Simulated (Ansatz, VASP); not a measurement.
**Two plane-wave programs on ZrO2**

```
Zr O
1.0
     7.20214    0.00000    0.00000
     0.00000    3.60107    0.00000
     0.00000    0.00000    5.22196
Zr O
4 8
Direct
  0.50000 0.00000 0.00000
  0.00000 0.00000 0.00000
  0.25000 0.50000 0.50000
  0.75000 0.50000 0.50000
  0.50000 0.50000 0.19790
  0.00000 0.50000 0.19790
  0.00000 0.50000 0.69790
  0.50000 0.50000 0.69790
  0.25000 0.00000 0.30210
  0.75000 0.00000 0.30210
  0.25000 0.00000 0.80210
  0.75000 0.00000 0.80210
```

Alike in both runs: task single point; functional PBE; dispersion D3(BJ); k mesh 4 × 10 × 6; occupations gaussian, width 0.1 eV; no spin polarisation.

|  | VASP | Ansatz |
| --- | --- | --- |
| version | VASP 6.6.1 | Ansatz 0.2.0 |
| potentials or method | VASP PAW PBE potentials, release 64 (Zr_sv, O), cutoff 600 eV | scalar-relativistic, plane waves, PAW |
| valence electrons in the cell | 96 | 96 |

```tsv
	VASP	Ansatz	Ansatz less VASP
gap on the k mesh at the Fermi level (eV)	4.04	4.05	+0.007
least direct gap on the mesh (eV)	4.15	4.15	+0.006
pressure (GPa)	0.1	0.0	-0.11
traceless stress, the component that is largest in VASP (GPa)	-0.06	0.01	+0.069
rms of the force components (eV/Å)	0.009	0.000	-0.0086
```

Atom by atom the forces differ by 0.009 eV/Å (rms over components).
